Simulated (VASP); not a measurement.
# Fe (Im-3m) in VASP: a series of runs

The runs below take Fe through single point, relaxation of cell and atoms, with PBE.

Everything below comes from runs of VASP 6.6.1. Logs are shortened: lines on timing, memory, paths and dates and some standing lists are left out, and cuts for length are marked.

### Step 1. The cell of the first run

The structure is cubic, space group Im-3m (No. 229). The conventional cell has a = 2.832 Å, b = 2.832 Å, c = 2.832 Å, α = 90.00°, β = 90.00°, γ = 90.00°. Within 3.2 Å of Fe (site symmetry m-3m) lie 14 Fe at 2.45 to 2.83 Å.

### Step 2. Single point, PBE, collinear spin, ferromagnetic start

Input file INCAR:

```
SYSTEM = Fe
ALGO = Normal
EDIFF = 1E-7
ENCUT = 520
GGA = PE
ISIF = 2
ISMEAR = 0
ISPIN = 2
LASPH = .TRUE.
LCHARG = .TRUE.
LELF = .TRUE.
LMAXMIX = 4
LORBIT = 11
LREAL = .FALSE.
LVHAR = .TRUE.
LWAVE = .FALSE.
MAGMOM = 2.65
NBANDS = 14
NELM = 150
PREC = Accurate
SIGMA = 0.1
```

Input file KPOINTS:

```
k-points
0
G
  20 20 20
  0 0 0
```

Input file POSCAR:

```
Fe
1.0
   -1.4159448726      1.4159448726      1.4159448726
    1.4159448726     -1.4159448726      1.4159448726
    1.4159448726      1.4159448726     -1.4159448726
Fe
1
Direct
    0.0000000000      0.0000000000      0.0000000000
```

Potentials or basis: VASP PAW PBE potentials, release 64 (Fe).

The run is started by

```bash
> cat potpaw_PBE.64/Fe/POTCAR > POTCAR
> mpirun -np 1 vasp_std > vasp.out
```

OUTCAR:

```text
SYSTEM = Fe
   EDIFF = 1E-7
   ENCUT = 520
   GGA = PE
   ISIF = 2
   ISMEAR = 0
   ISPIN = 2
   LASPH = .TRUE.
   LORBIT = 11
   LREAL = .FALSE.
   NELM = 150
   PREC = Accurate

 ion  position               nearest neighbor table
   1  0.000  0.000  0.000-

  LATTYP: Found a body centered cubic cell.
 ALAT       =     2.8318897452

  Lattice vectors:

 A1 = (  -1.4159448726,   1.4159448726,   1.4159448726)
 A2 = (   1.4159448726,  -1.4159448726,   1.4159448726)
 A3 = (   1.4159448726,   1.4159448726,  -1.4159448726)

Analysis of symmetry for initial positions (statically):
=====================================================================
 Subroutine PRICEL returns:
 Original cell was already a primitive cell.

 Routine SETGRP: Setting up the symmetry group for a
 body centered cubic supercell.

 Subroutine GETGRP returns: Found 48 space group operations
 (whereof 48 operations were pure point group operations)
 out of a pool of 48 trial point group operations.

The static configuration has the point symmetry O_h .

Analysis of symmetry for dynamics (positions and initial velocities):
=====================================================================
 Subroutine PRICEL returns:
 Original cell was already a primitive cell.

 Routine SETGRP: Setting up the symmetry group for a
 body centered cubic supercell.

 Subroutine GETGRP returns: Found 48 space group operations
 (whereof 48 operations were pure point group operations)
 out of a pool of 48 trial point group operations.

The dynamic configuration has the point symmetry O_h .

Analysis of structural, dynamic, and magnetic symmetry:
=====================================================================
 Subroutine PRICEL returns:
 Original cell was already a primitive cell.

 Routine SETGRP: Setting up the symmetry group for a
 body centered cubic supercell.

 Subroutine GETGRP returns: Found 48 space group operations
 (whereof 48 operations were pure point group operations)
 out of a pool of 48 trial point group operations.

The overall configuration has the point symmetry O_h .

 Subroutine INISYM returns: Found 48 space group operations
 (whereof 48 operations are pure point group operations),
 and found     1 'primitive' translations

----------------------------------------------------------------------------------------

                                     Primitive cell

  volume of cell :      11.3553

  direct lattice vectors                    reciprocal lattice vectors
    -1.415944873  1.415944873  1.415944873     0.000000000  0.353121092  0.353121092
[... 123 lines left out ...]

 Free energy of the ion-electron system (eV)
  ---------------------------------------------------
  ext. energy  EPLUGINS =         0.00000000
  ---------------------------------------------------
  free energy    TOTEN  =        -8.24517882 eV

  energy without entropy =       -8.23985842  energy(sigma->0) =       -8.24251862

 E-fermi :   5.8247     XC(G=0): -13.1197

 val. band max:        5.8227601988   @ k =  -0.4500  -0.4500   0.3000
 cond. band min:       5.8261655275   @ k =  -0.4000   0.5000   0.1500
 fundamental gap:      0.0034053287
 Fermi energy:         5.8246579460

 spin component 1

 k-point     1 :       0.0000    0.0000    0.0000
  band No.  band energies     occupation
      1      -2.6072      1.00000
      2       3.5193      1.00000
      3       3.5193      1.00000
      4       3.5193      1.00000
      5       4.7313      1.00000
      6       4.7313      1.00000
      7      30.8554      0.00000
      8      30.8554      0.00000
      9      30.8554      0.00000
     10      35.9426      0.00000
     11      35.9426      0.00000
     12      38.2444      0.00000
     13      38.2444      0.00000
     14      38.2444      0.00000
[... 379 lines left out ...]
      3       3.2601      1.00000
      4       4.5633      1.00000
      5       4.9303      1.00000
      6       5.5359      0.99998
      7      19.5199      0.00000
      8      24.0034      0.00000
      9      27.4837      0.00000
     10      30.9418      0.00000
     11      35.3512      0.00000
     12      36.8369      0.00000
     13      42.5317      0.00000
     14      44.6068      0.00000

 [... further k-points ...]

 spin component 2

 k-point     1 :       0.0000    0.0000    0.0000
  band No.  band energies     occupation
      1      -2.4393      1.00000
      2       5.4349      1.00000
      3       5.4350      1.00000
      4       5.4350      1.00000
      5       7.4894      0.00000
      6       7.4895      0.00000
      7      30.6034      0.00000
      8      30.6034      0.00000
      9      30.6034      0.00000
     10      36.1380      0.00000
     11      36.1380      0.00000
     12      38.9037      0.00000
     13      38.9037      0.00000
     14      38.9037      0.00000
[... 379 lines left out ...]
      3       4.8758      1.00000
      4       7.0829      0.00000
      5       7.4973      0.00000
      6       7.7465      0.00000
      7      20.2718      0.00000
      8      24.4041      0.00000
      9      28.0530      0.00000
     10      31.1648      0.00000
     11      35.8495      0.00000
     12      37.1710      0.00000
     13      42.7585      0.00000
     14      45.0606      0.00000

 [... further k-points ...]

------------------------ aborting loop because EDIFF is reached ----------------------------------------

  FORCE on cell =-STRESS in cart. coord.  units (eV):
  Direction    XX          YY          ZZ          XY          YZ          ZX
  --------------------------------------------------------------------------------------
  -------------------------------------------------------------------------------------
  Total        0.0027974      0.0027974      0.0027974     -0.0000000     -0.0000000     -0.0000000
  in kB        0.3946997      0.3946997      0.3946997     -0.0000000     -0.0000000     -0.0000000
  external PRESSURE =       0.3946997 kB  Pullay stress =       0.0000000 kB

 VOLUME and BASIS-vectors are now :
 -----------------------------------------------------------------------------
  energy-cutoff  :      520.00
  volume of cell :       11.36
      direct lattice vectors                 reciprocal lattice vectors
    -1.415944873  1.415944873  1.415944873     0.000000000  0.353121092  0.353121092
     1.415944873 -1.415944873  1.415944873     0.353121092  0.000000000  0.353121092
     1.415944873  1.415944873 -1.415944873     0.353121092  0.353121092  0.000000000

 POSITION                                       TOTAL-FORCE (eV/Angst)
 -----------------------------------------------------------------------------------
      0.00000      0.00000      0.00000        -0.000000     -0.000000      0.000000
 -----------------------------------------------------------------------------------
    total drift:                                0.000000     -0.000000      0.000000

  FREE ENERGIE OF THE ION-ELECTRON SYSTEM (eV)
  ---------------------------------------------------
  free  energy   TOTEN  =        -8.2451788179 eV

  energy  without entropy=       -8.2398584159  energy(sigma->0) =       -8.24251862

 total charge

# of ion       s       p       d       tot
------------------------------------------
    1        0.488   0.542   6.239   7.269

 magnetization (x)

# of ion       s       p       d       tot
------------------------------------------
    1       -0.013  -0.056   2.262   2.194
```

OSZICAR:

```text
N       E                     dE             d eps       ncg     rms          rms(c)
DAV:   1     0.222552926372E+02    0.22255E+02   -0.37885E+03 15554   0.696E+02
DAV:   2    -0.827678882200E+01   -0.30532E+02   -0.27988E+02 15638   0.130E+02
DAV:   3    -0.921813716646E+01   -0.94135E+00   -0.93374E+00 17458   0.235E+01
DAV:   4    -0.922119913934E+01   -0.30620E-02   -0.30616E-02 16682   0.121E+00
DAV:   5    -0.922121322349E+01   -0.14084E-04   -0.14085E-04 17432   0.848E-02    0.114E+01
DAV:   6    -0.832642781732E+01    0.89479E+00   -0.10169E+01 18194   0.369E+01    0.550E+00
DAV:   7    -0.825932407210E+01    0.67104E-01   -0.63651E-01 17756   0.892E+00    0.329E+00
DAV:   8    -0.825215605752E+01    0.71680E-02   -0.78734E-03 17234   0.508E-01    0.141E+00
DAV:   9    -0.824520987324E+01    0.69462E-02   -0.87137E-03 19354   0.472E-01    0.330E-01
DAV:  10    -0.824514539459E+01    0.64479E-04   -0.65335E-04 17180   0.292E-01    0.915E-02
DAV:  11    -0.824517918103E+01   -0.33786E-04   -0.20212E-04 17088   0.115E-01    0.386E-02
DAV:  12    -0.824517912037E+01    0.60659E-07   -0.52550E-06 16844   0.265E-02    0.134E-02
DAV:  13    -0.824517936389E+01   -0.24351E-06   -0.11649E-06 14932   0.798E-03    0.822E-03
DAV:  14    -0.824517878328E+01    0.58061E-06   -0.34594E-07 15438   0.609E-03    0.107E-03
DAV:  15    -0.824517881793E+01   -0.34646E-07   -0.81806E-09  7882   0.732E-04
   1 F= -.82451788E+01 E0= -.82425186E+01  d E =-.532040E-02  mag=     2.1962
```

Wall time 35 s (1 thread of AMD EPYC 9R45 (Zen 5), shared host); peak memory 0.14 GiB.

Results:

* Free energy: -8.2452 eV
* Pressure: 0.0 GPa
* Net moment: 2.20 μB per cell
* Site moments: Fe +2.19 μB
* Valence electrons inside the program's atomic spheres: Fe 7.27

Levels at points of the mesh, in eV from the Fermi level:
Spin up:
```tsv
k point	band 2	band 3	band 4	band 5	band 6	band 7	band 8	band 9
(0.00, 0.00, 0.00)	-2.31	-2.31	-2.31	-1.09	-1.09	25.03	25.03	25.03
(0.50, 0.00, 0.00)	-3.39	-1.03	-0.90	0.38	0.52	7.36	18.37	20.23
(0.50, 0.50, 0.50)	-4.85	0.11	0.11	0.11	9.94	9.94	9.94	15.65
```
Spin down:
```
           k point  band 1  band 2  band 3  band 4  band 5  band 6
(0.00, 0.00, 0.00)   -8.26   -0.39   -0.39   -0.39    1.66    1.66
(0.50, 0.00, 0.00)   -3.64   -1.67    0.63    1.52    1.92    2.61
(0.50, 0.50, 0.50)   -3.02   -3.02    2.30    2.30    2.30   10.22
```

### Step 3. Relaxation of cell and atoms, PBE, collinear spin, ferromagnetic start

This run uses another cell than the first one, of 11.73 Å³/atom.

Input file INCAR:

```
SYSTEM = Fe
ALGO = Fast ; EDIFF = 1E-7
EDIFFG = -0.005 ; ENCUT = 600
GGA = PE ; IBRION = 2
ISIF = 3 ; ISMEAR = 0
ISPIN = 2 ; LASPH = .TRUE.
LCHARG = .FALSE. ; LMAXMIX = 4
LORBIT = 11 ; LREAL = .FALSE.
LWAVE = .FALSE. ; MAGMOM = 2.65
NELM = 150 ; NSW = 100
PREC = Accurate ; SIGMA = 0.1
```

KPOINTS is that of step 2.

Input file POSCAR:

```
Fe
1.0
   -1.4315177495      1.4315177495      1.4315177495
    1.4315177495     -1.4315177495      1.4315177495
    1.4315177495      1.4315177495     -1.4315177495
Fe
1
Direct
    0.0000000000      0.0000000000      0.0000000000
```

Potentials or basis: VASP PAW PBE potentials, release 64 (Fe).

The run is started by

```bash
> cat potpaw_PBE.64/Fe/POTCAR > POTCAR
> mpirun -np 1 vasp_std > vasp.out
```

Wall time 76 s (1 thread of AMD EPYC 9R45 (Zen 5), shared host); peak memory 0.15 GiB.

The run converged. Its results:

```yaml
Free_energy: -8.2449 eV
Relaxed_volume: 11.35 Å³/atom
Relaxed_cell: a = 2.452 Å, b = 2.452 Å, c = 2.452 Å, α = 109.47°, β = 109.47°, γ = 109.47°
Space_group_after_relaxing_to_0.1_Å: Im-3m (No. 229)
Energy_gained_by_relaxing: 7.0 meV/atom
Ionic_steps: 3
Pressure_after_relaxing: 0.0 GPa
Net_moment: 2.20 μB per cell
Site_moments: Fe +2.19 μB
Valence_electrons_inside_the_program's_atomic_spheres: Fe 7.27
```

The path:
```csv
step,energy change (eV),largest force (eV/Å),pressure (GPa),volume (Å³)
1,0.0000,0.0000,-5.79,11.73
2,-0.0018,0.0000,5.37,11.03
3,-0.0070,0.0000,0.05,11.35
```

Final structure:
```
CELL_PARAMETERS angstrom
-1.41580 1.41580 1.41580
1.41580 -1.41580 1.41580
1.41580 1.41580 -1.41580
ATOMIC_POSITIONS crystal
Fe 0.00000 0.00000 0.00000
```

Levels at points of the mesh, in eV from the Fermi level:
Spin up:
```csv
k point,band 2,band 3,band 4,band 5,band 6,band 7,band 8,band 9
"(0.00, 0.00, 0.00)",-2.31,-2.31,-2.31,-1.09,-1.09,25.03,25.03,25.03
"(0.50, 0.00, 0.00)",-3.39,-1.03,-0.90,0.39,0.52,7.36,18.38,20.24
"(0.50, 0.50, 0.50)",-4.85,0.11,0.11,0.11,9.94,9.94,9.94,15.66
```
Spin down:
```
           k point  band 1  band 2  band 3  band 4  band 5  band 6
(0.00, 0.00, 0.00)   -8.27   -0.39   -0.39   -0.39    1.66    1.66
(0.50, 0.00, 0.00)   -3.64   -1.67    0.63    1.52    1.92    2.61
(0.50, 0.50, 0.50)   -3.03   -3.03    2.30    2.30    2.30   10.22
```
